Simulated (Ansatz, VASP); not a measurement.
Mg2Cd3Te5 in VASP and in Ansatz

The input INCAR:

```
PREC     = Accurate       # precision mode
ENCUT    = 520            # plane-wave cutoff, eV
EDIFF    = 1E-6           # SCF threshold, eV
ISMEAR   = 0              # smearing method
SIGMA    = 0.1            # smearing width, eV
LREAL    = False          # projectors in reciprocal space
LASPH    = True           # aspherical terms in the spheres
NELM     = 100            # most SCF steps
ALGO     = Normal         # electronic algorithm
ISIF     = 2              # what is computed and relaxed
LWAVE    = False          # write WAVECAR
LCHARG   = True           # write CHGCAR
GGA      = PE             # functional
LELF     = True           # ELF
LVHAR    = True         
NBANDS   = 46             # bands
```

KPOINTS

```
Automatic mesh
0
Gamma
  4 4 4
```

POSCAR

```
Mg2Cd3Te5
1.0
    0.0000000000     -4.6554800000      0.0000000000
    4.6554800000      0.0000000000      0.0000000000
   -2.3277400000      2.3277400000     16.3882923000
Mg Cd Te
2 3 5
Direct
    0.5995950000      0.5995950000      0.1991900000
    0.4004050000      0.4004050000      0.8008100000
    0.1992310000      0.1992310000      0.3984620000
    0.8007690000      0.8007690000      0.6015380000
    0.0000000000      0.0000000000      0.0000000000
    0.2500000000      0.7500000000      0.5000000000
    0.8517760000      0.3517760000      0.7035520000
    0.4490090000      0.9490090000      0.8980180000
    0.0509910000      0.5509910000      0.1019820000
    0.6482240000      0.1482240000      0.2964480000
```

Input for Ansatz:

```yaml
crystal:
  lattice:
    - [0.0, -4.65548, 0.0]
    - [4.65548, 0.0, 0.0]
    - [-2.32774, 2.32774, 16.3882923]
  atoms:
    - { symbol: Mg, position: [0.599595, 0.599595, 0.19919] }
    - { symbol: Mg, position: [0.400405, 0.400405, 0.80081] }
    - { symbol: Cd, position: [0.199231, 0.199231, 0.398462] }
    - { symbol: Cd, position: [0.800769, 0.800769, 0.601538] }
    - { symbol: Cd, position: [0.0, 0.0, 0.0] }
    - { symbol: Te, position: [0.25, 0.75, 0.5] }
    - { symbol: Te, position: [0.851776, 0.351776, 0.703552] }
    - { symbol: Te, position: [0.449009, 0.949009, 0.898018] }
    - { symbol: Te, position: [0.050991, 0.550991, 0.101982] }
    - { symbol: Te, position: [0.648224, 0.148224, 0.296448] }
basis:
  ecutwfc: 420
kpoints:
  mp_grid: { grid: [4, 4, 4] }
hamiltonian:
  xc: pbe
scf:
  occupations: { method: gaussian, width: 0.1 }
  lower_state_search: "off"
output:
  forces: true
  stress: true
  eigenvalues: true
```

Alike in both runs: task single point; functional PBE; k mesh 4 × 4 × 4; occupations gaussian, width 0.1 eV; no spin polarisation.

```csv
,VASP,Ansatz
version,VASP 6.6.1,Ansatz 0.2.0
potentials or method,"VASP PAW PBE potentials, release 64 (Mg, Cd, Te), cutoff 520 eV","scalar-relativistic, plane waves, PAW"
valence electrons in the cell,70,160
```

Ansatz gave:

* gap on the k mesh at the Fermi level (eV): 1.20
* least direct gap on the mesh (eV): 1.20
* pressure (GPa): 0.0
* traceless stress, the component that is largest in VASP (GPa): -0.12
* rms of the force components (eV/Å): 0.004

What did VASP give for the same quantities?

gap on the k mesh at the Fermi level (eV): 1.19; least direct gap on the mesh (eV): 1.19; pressure (GPa): 0.1; traceless stress, the component that is largest in VASP (GPa): -0.12; rms of the force components (eV/Å): 0.010.

Atom by atom the forces differ by 0.006 eV/Å (rms over components). VASP's potentials hold 70 valence electrons a cell and Ansatz's 160, so a difference there can come from the potentials and not from the codes.

Spin-orbit coupling is off throughout.
